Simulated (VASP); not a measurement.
A run of VASP 6.6.1:

File INCAR:

```
PREC = Accurate
ENCUT = 600
EDIFF = 1E-7
ISMEAR = 0
SIGMA = 0.05
LREAL = False
LASPH = True
NELM = 60
ALGO = Normal
ISIF = 3
LWAVE = False
LCHARG = False
GGA = PE
IBRION = 2
NSW = 80
EDIFFG = -0.003
PSTRESS = 350.0
```

File KPOINTS:

```
Automatic mesh
0
Gamma
  18 18 11
```

File POSCAR:

```
Si
1.0
    2.5100000000      0.0000000000      0.0000000000
   -1.2550000000      2.1737237635      0.0000000000
    0.0000000000      0.0000000000      4.1500000000
Si
2
Direct
    0.3333333333      0.6666666667      0.2500000000
    0.6666666667      0.3333333333      0.7500000000
```

Potentials or basis: VASP PAW PBE potentials, release 64 (Si).

Run with:

```sh
$ cat potpaw_PBE.64/Si/POTCAR > POTCAR
$ mpirun -np 1 vasp_std > vasp.out
```

Hardware: 1 thread of Intel Xeon 8259CL, with other jobs on the host.

Task: Estimate the wall time of this run.

Result: It took 2.7 min on 1 thread of Intel Xeon 8259CL, on a shared host, peak memory 0.16 GiB. Counts: scf iterations 51, k points 222, ion steps 9.
